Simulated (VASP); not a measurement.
Crystal: Mn.

```
Mn
1.0
    -1.53000    1.53000    1.53000
     1.53000   -1.53000    1.53000
     1.53000    1.53000   -1.53000
Mn
1
Direct
  0.00000 0.00000 0.00000
```

This isn't the form of Mn at room conditions, which is a 58-atom cubic cell.

| Property | Result |
| --- | --- |
| Program | VASP 6.6.1 |
| Task | relaxation of cell and atoms |
| Functional | PBE |
| Potentials or basis | VASP PAW PBE potentials, release 64 (Mn_pv) |
| Cutoff | 500 eV |
| k mesh | 8 × 8 × 8 |
| Occupations | gaussian, width 0.1 eV |
| Spin | collinear spin, ferromagnetic start |
| Starting moments | [1.54] μB |

At the start: pressure -34.7 GPa; volume 14.33 Å³/atom.

Q: Where does the relaxation end?

A: Over 7 steps the energy falls by 497.0 meV/atom and the volume is 10.86 Å³/atom (-24.2 %); space group Im-3m (No. 229, to 0.1 Å) before and after; moment 0.70 μB per cell.

The path:
```tsv
step	energy change (eV)	largest force (eV/Å)	pressure (GPa)	volume (Å³)
1	0.0000	0.0000	-34.72	14.33
2	-0.0283	0.0000	88.91	8.81
3	-0.4958	0.0000	-3.05	10.99
4	-0.4969	0.0000	-0.86	10.89
5	-0.4970	0.0000	0.63	10.83
6	-0.4969	0.0000	-0.83	10.89
7	-0.4970	0.0000	0.01	10.86
```

Final structure:
```
Mn
1.0
    -1.39498    1.39498    1.39498
     1.39498   -1.39498    1.39498
     1.39498    1.39498   -1.39498
Mn
1
Direct
  0.00000 0.00000 0.00000
```

Caveat: the k points lie up to 0.40 Å⁻¹ apart in the final cell; the volume moved by over 15 % at a fixed basis, so the end points are rough.
